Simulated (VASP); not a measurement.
Wanted: the native input for a VASP 6.6.1 run.

* Task: single point
* Functional: PBE
* Potentials or basis: VASP PAW PBE potentials, release 64 (Si, Cl)
* Cutoff: 520 eV
* k mesh: 4 × 4 × 4
* Occupations: gaussian, width 0.1 eV
* Spin: no spin polarisation
* Dipole correction: no
* Further INCAR settings: ALGO = Normal; EDIFF = 1e-06; NBANDS = 34

The structure of Si4Cl lies in POSCAR:

```
Si4Cl
1.0
    5.8848591143      0.0000000000      0.0000000000
    1.8774290545      5.7774686016      0.0000000000
    1.3614971703      0.8738523242      6.8296295014
Si Cl
8 2
Direct
    0.1829988024      0.9883040204      0.3595249020
    0.4707894589      0.6861515093      0.8649768090
    0.7151319476      0.9380584737      0.7211627184
    0.4388618125      0.2377211891      0.2277116566
    0.1312881780      0.9058145587      0.7073428948
    0.7695282927      0.0200916458      0.3825578983
    0.5691773878      0.2748479019      0.8882372839
    0.4061101976      0.6431397178      0.2136055777
    0.0567847818      0.2373447670      0.8294343458
    0.7593291408      0.5685262162      0.3054459132
```

One way to write it, as run:

INCAR

```
SYSTEM = Si4Cl
PREC = Accurate
ENCUT = 520
EDIFF = 1E-6
ISMEAR = 0
SIGMA = 0.1
LREAL = .False.
LASPH = .True.
NELM = 100
ALGO = Normal
ISIF = 2
LWAVE = .False.
LCHARG = .False.
GGA = PE
NBANDS = 34
```

KPOINTS

```
Automatic mesh
0
Gamma
  4 4 4
  0 0 0
```

Potentials or basis: VASP PAW PBE potentials, release 64 (Si, Cl).

Command:

```bash
$ cat potpaw_PBE.64/Si/POTCAR potpaw_PBE.64/Cl/POTCAR > POTCAR
$ mpirun -np 1 vasp_std > vasp.out
```

It gave:

```
Pressure               : -0.2 GPa
Largest force          : 0.274 eV/Å
Band gap on the k mesh : zero (bands 23 and 24 overlap by 0.95 eV)
```

Wall time 8.8 min on 1 thread of Intel Xeon 8259CL, on a shared host, peak memory 0.46 GiB.
